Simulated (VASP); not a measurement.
**ZnS: single point with PBE-based screened hybrid with 75 % exact exchange**

The system is ZnS.

```
Zn S
1.0
     3.80545    0.00000    0.00000
    -1.90273    3.29562    0.00000
     0.00000    0.00000    6.24399
Zn S
2 2
Direct
  0.33333 0.66667 0.00034
  0.66667 0.33333 0.50034
  0.33333 0.66667 0.37466
  0.66667 0.33333 0.87466
```

| Quantity | Value |
| --- | --- |
| Program | VASP 6.6.1 |
| Task | single point |
| Functional | PBE-based screened hybrid with 75 % exact exchange |
| Potentials or basis | VASP PAW PBE potentials, release 64 (Zn, S) |
| Cutoff | 520 eV |
| k mesh | 6 × 6 × 2 |
| Occupations | gaussian, width 0.01 eV |
| Spin | no spin polarisation |

```yaml
Pressure: 0.1 GPa
Largest_force: 0.012 eV/Å
Band_gap_on_the_k_mesh: 7.05 eV
```

Forces on the atoms (eV/Å):
```
Zn   0.000  0.000 -0.012
Zn   0.000  0.000 -0.012
S    0.000  0.000  0.012
S    0.000  0.000  0.012
```

Stress tensor (GPa, compression positive):
```
 0.31  0.00  0.00
 0.00  0.31  0.00
 0.00  0.00 -0.23
```

Levels at points of the mesh, in eV from the valence-band top:
```csv
k point,band 14,band 15,band 16,band 17,band 18,band 19,band 20,band 21,band 22,band 23
"(0.00, 0.00, 0.00)",-1.07,-1.07,-0.13,0.00,0.00,7.05,7.96,11.31,11.31,11.62
"(0.50, 0.00, 0.00)",-4.96,-3.92,-2.65,-2.01,-1.06,8.11,9.25,9.42,11.81,13.02
"(0.00, 0.00, 0.50)",-3.51,-0.56,-0.56,-0.56,-0.56,8.51,8.51,11.76,11.76,11.76
"(0.50, 0.00, 0.50)",-6.01,-1.95,-1.95,-1.92,-1.92,8.05,8.05,9.94,9.94,14.17
```

It took 120 min on 1 thread of Intel Xeon 8259CL, on a shared host, peak memory 0.33 GiB.

Caveat: the k points lie up to 0.50 Å⁻¹ apart; the PAW data sets were made with another functional, which shifts forces and pressure a little.
